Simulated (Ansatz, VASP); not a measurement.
## Two plane-wave programs on CaO

```
Ca O
1.0
     0.00000    2.39164    2.39164
     2.39164    0.00000    2.39164
     2.39164    2.39164    0.00000
Ca O
1 1
Cartesian
  2.3916 2.3916 2.3916
  0.0000 0.0000 0.0000
```

Alike in both runs: task single point; functional PBE; dispersion D3(BJ); k mesh 8 × 8 × 8; occupations gaussian, width 0.05 eV; no spin polarisation.

```csv
,VASP,Ansatz
version,VASP 6.6.1,Ansatz 0.2.0
potentials or method,"VASP PAW PBE potentials, release 64 (Ca_sv, O), cutoff 520 eV","scalar-relativistic, plane waves, PAW"
valence electrons in the cell,16,16
```

Ansatz gave:

- gap on the k mesh at the Fermi level (eV): 3.65
- least direct gap on the mesh (eV): 4.02
- pressure (GPa): 0.0

What did VASP give for the same quantities?

gap on the k mesh at the Fermi level (eV): 3.63; least direct gap on the mesh (eV): 4.00; pressure (GPa): 0.6.
